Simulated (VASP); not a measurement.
# Ti3InPb (Pm-3m) in VASP: a series of runs, part 2 of 2

VASP 6.6.1.

## Step 4: Single point, r2SCAN

This run uses another cell than the first one, of 26.02 Å³/atom, 1.020 times its volume.

POSCAR reads:

```
Ti3InPb
1.0
    5.0673230180      0.0000000000      0.0000000000
    0.0000000000      5.0673230180      0.0000000000
    0.0000000000      0.0000000000      5.0673230180
In Pb Ti
1 1 3
Direct
    0.0000000000      0.0000000000      0.0000000000
    0.5000000000      0.5000000000      0.5000000000
    0.5000000000      0.5000000000      0.0000000000
    0.0000000000      0.5000000000      0.5000000000
    0.5000000000      0.0000000000      0.5000000000
```

INCAR.step1 reads:

```
SYSTEM = Ti3InPb
PREC = Accurate ; ENCUT = 520
ISMEAR = -1 ; SIGMA = 0.05
LREAL = .FALSE. ; LASPH = .TRUE.
NELM = 60 ; NBANDS = 40
GGA = PE ; ALGO = Normal
EDIFF = 1E-4 ; LWAVE = .TRUE.
LCHARG = .FALSE.
```

INCAR.step2 reads:

```
SYSTEM = Ti3InPb
PREC = Accurate ; ENCUT = 520
EDIFF = 1E-6 ; ISMEAR = -1
SIGMA = 0.05 ; LREAL = .FALSE.
LASPH = .TRUE. ; NELM = 60
ALGO = Normal ; ISIF = 2
LWAVE = .FALSE. ; LCHARG = .TRUE.
METAGGA = R2SCAN ; LMIXTAU = .TRUE.
LELF = .TRUE. ; LVHAR = .TRUE.
NBANDS = 40 ; ISTART = 1
```

KPOINTS reads:

```
Automatic mesh
0
G
  4 4 4
  0 0 0
```

Potentials or basis: VASP PAW PBE potentials, release 64 (In_d, Pb_d, Ti_sv).

Run with:

```bash
$ cat potpaw_PBE.64/In_d/POTCAR potpaw_PBE.64/Pb_d/POTCAR potpaw_PBE.64/Ti_sv/POTCAR > POTCAR
$ cp INCAR.step1 INCAR
$ mpirun -np 1 vasp_std > vasp.out
$ cp INCAR.step2 INCAR
$ mpirun -np 1 vasp_std > vasp.out
```

OUTCAR:

```text
SYSTEM = Ti3InPb
   PREC = Accurate
   ENCUT = 520
   EDIFF = 1E-6
   ISMEAR = -1
   LREAL = .FALSE.
   LASPH = .TRUE.
   NELM = 60
   ISIF = 2
   METAGGA = R2SCAN
   ISTART = 1

 ion  position               nearest neighbor table
   1  0.000  0.000  0.000-
   2  0.500  0.500  0.500-   3 2.53   4 2.53   5 2.53   3 2.53   5 2.53   4 2.53
   3  0.500  0.500  0.000-   2 2.53   2 2.53
   4  0.000  0.500  0.500-   2 2.53   2 2.53
   5  0.500  0.000  0.500-   2 2.53   2 2.53

  LATTYP: Found a simple cubic cell.
 ALAT       =     5.0673230180

  Lattice vectors:

 A1 = (   5.0673230180,   0.0000000000,   0.0000000000)
 A2 = (   0.0000000000,   5.0673230180,   0.0000000000)
 A3 = (   0.0000000000,   0.0000000000,   5.0673230180)

Analysis of symmetry for initial positions (statically):
=====================================================================
 Subroutine PRICEL returns:
 Original cell was already a primitive cell.

 Routine SETGRP: Setting up the symmetry group for a
 simple cubic supercell.

 Subroutine GETGRP returns: Found 48 space group operations
 (whereof 48 operations were pure point group operations)
[... 158 lines left out ...]
 cond. band min:       6.0768692796   @ k =   0.5000   0.2500   0.0000
 fundamental gap:      0.0832717792
 Fermi energy:         6.0676462078

 k-point     1 :       0.0000    0.0000    0.0000
  band No.  band energies     occupation
      1     -53.9348      2.00000
      2     -53.9258      2.00000
      3     -53.9258      2.00000
      4     -29.1921      2.00000
      5     -29.1921      2.00000
      6     -29.1921      2.00000
[... 419 lines left out ...]
     39       7.4646      0.00000
     40       7.5349      0.00000

------------------------ aborting loop because EDIFF is reached ----------------------------------------

  FORCE on cell =-STRESS in cart. coord.  units (eV):
  Direction    XX          YY          ZZ          XY          YZ          ZX
  --------------------------------------------------------------------------------------
  -------------------------------------------------------------------------------------
  Total        0.1742865      0.1742865      0.1742865      0.0000000     -0.0000000      0.0000000
  in kB        2.1460435      2.1460435      2.1460435      0.0000000     -0.0000000      0.0000000
  external PRESSURE =       2.1460435 kB  Pullay stress =       0.0000000 kB

 VOLUME and BASIS-vectors are now :
 -----------------------------------------------------------------------------
  energy-cutoff  :      520.00
  volume of cell :      130.12
      direct lattice vectors                 reciprocal lattice vectors
     5.067323018  0.000000000  0.000000000     0.197342857  0.000000000  0.000000000
     0.000000000  5.067323018  0.000000000     0.000000000  0.197342857  0.000000000
     0.000000000  0.000000000  5.067323018     0.000000000  0.000000000  0.197342857

 POSITION                                       TOTAL-FORCE (eV/Angst)
 -----------------------------------------------------------------------------------
      0.00000      0.00000      0.00000         0.000000      0.000000      0.000000
      2.53366      2.53366      2.53366         0.000000      0.000000      0.000000
      2.53366      2.53366      0.00000         0.000000      0.000000      0.000000
      0.00000      2.53366      2.53366         0.000000      0.000000      0.000000
      2.53366      0.00000      2.53366         0.000000      0.000000      0.000000
 -----------------------------------------------------------------------------------
    total drift:                               -0.000000      0.000000     -0.000000

  FREE ENERGIE OF THE ION-ELECTRON SYSTEM (eV)
  ---------------------------------------------------
  free  energy   TOTEN  =      -112.7850102425 eV

  energy  without entropy=     -112.7188360015  energy(sigma->0) =     -112.75192312
```

OUTCAR.step1:

```text
SYSTEM = Ti3InPb
   PREC = Accurate
   ENCUT = 520
   ISMEAR = -1
   LREAL = .FALSE.
   LASPH = .TRUE.
[... 645 lines left out ...]
      2.53366      2.53366      0.00000         0.000000      0.000000      0.000000
      0.00000      2.53366      2.53366         0.000000      0.000000      0.000000
      2.53366      0.00000      2.53366         0.000000      0.000000      0.000000
 -----------------------------------------------------------------------------------
    total drift:                               -0.000000      0.000000     -0.000000

  FREE ENERGIE OF THE ION-ELECTRON SYSTEM (eV)
  ---------------------------------------------------
  free  energy   TOTEN  =       -24.5478792562 eV

  energy  without entropy=      -24.4764422622  energy(sigma->0) =      -24.51216076
```

It took 96 s on 1 thread of Intel Xeon 6975P-C (Granite Rapids), shared host; peak memory 0.28 GiB.

What came out:

| Quantity | Value |
| --- | --- |
| Free energy | -112.7850 eV |
| Pressure | 0.2 GPa |

Caveat: the PAW data sets were made with another functional, which shifts forces and pressure a little; spin-orbit coupling is left out, which moves the levels of the heavy elements.

## Step 5: Single point, r2SCAN

This run uses another cell than the first one, of 26.54 Å³/atom, 1.041 times its volume.

POSCAR: that of step 4 with these lines changed.

```diff
@@ -2,5 +2,5 @@
 1.0
-    5.0673230180      0.0000000000      0.0000000000
-    0.0000000000      5.0673230180      0.0000000000
-    0.0000000000      0.0000000000      5.0673230180
+    5.1008824266      0.0000000000      0.0000000000
+    0.0000000000      5.1008824266      0.0000000000
+    0.0000000000      0.0000000000      5.1008824266
 In Pb Ti
```

INCAR.step1 reads:

```
SYSTEM = Ti3InPb
ALGO = Normal ; EDIFF = 1E-4
ENCUT = 520 ; GGA = PE
ISMEAR = -1 ; LASPH = .True.
LCHARG = .False. ; LREAL = .False.
LWAVE = .True. ; NBANDS = 40
NELM = 100 ; PREC = Accurate
SIGMA = 0.05
```

INCAR.step2 reads:

```
SYSTEM = Ti3InPb
ALGO = Normal ; EDIFF = 1E-7
ENCUT = 520 ; ISIF = 2
ISMEAR = -1 ; ISTART = 1
LASPH = .True. ; LCHARG = .True.
LELF = .True. ; LMIXTAU = .True.
LREAL = .False. ; LVHAR = .True.
LWAVE = .False. ; METAGGA = R2SCAN
NBANDS = 40 ; NELM = 100
PREC = Accurate ; SIGMA = 0.05
```

KPOINTS reads:

```
k-points
0
Gamma
  4 4 4
  0 0 0
```

Run with:

```bash
$ cat potpaw_PBE.64/In_d/POTCAR potpaw_PBE.64/Pb_d/POTCAR potpaw_PBE.64/Ti_sv/POTCAR > POTCAR
$ cp INCAR.step1 INCAR
$ mpirun -np 1 vasp_std > vasp.out
$ cp INCAR.step2 INCAR
$ mpirun -np 1 vasp_std > vasp.out
```

Run time: 2.4 min. Hardware: 1 thread of Intel Xeon 6975P-C (Granite Rapids), shared host; peak memory 0.27 GiB.

It converged, with:

- Free energy: -112.7789 eV
- Pressure: -1.1 GPa

Levels at points of the mesh, in eV from the Fermi level:
```
           k point  band 28  band 29  band 30  band 31  band 32  band 33  band 34  band 35
(0.00, 0.00, 0.00)    -0.76    -0.76    -0.62    -0.62    -0.62     0.85     0.85     0.85
(0.50, 0.00, 0.00)    -2.02    -0.84    -0.84    -0.45    -0.09     0.40     0.60     0.77
(0.50, 0.50, 0.00)    -1.21    -1.21    -0.76     0.08     0.08     0.14     0.14     0.60
(0.50, 0.50, 0.50)    -1.29    -1.29    -1.29     0.06     0.06     0.06     0.09     0.09
```

Caveat: the PAW data sets were made with another functional, which shifts forces and pressure a little; spin-orbit coupling is left out, which moves the levels of the heavy elements.

## Step 6: Overview

```tsv
cell	gap on the mesh (eV)	pressure (GPa)
a = 5.033 Å, 5 atoms	none	1.7
a = 5.067 Å, 5 atoms	none	0.2
a = 5.101 Å, 5 atoms	none	-1.1
```

Alike in all rows: task single point; level r2SCAN; potentials or basis VASP PAW PBE potentials, release 64 (In_d, Pb_d, Ti_sv); no spin polarisation; k mesh 4 × 4 × 4; cutoff (eV) 520; smearing fermi-dirac 0.05 eV.

Caveats: the PAW data sets were made with another functional, which shifts forces and pressure a little; spin-orbit coupling is left out, which moves the levels of the heavy elements.

Total energies depend on the potentials used, so only differences within one code and one set of settings carry meaning.
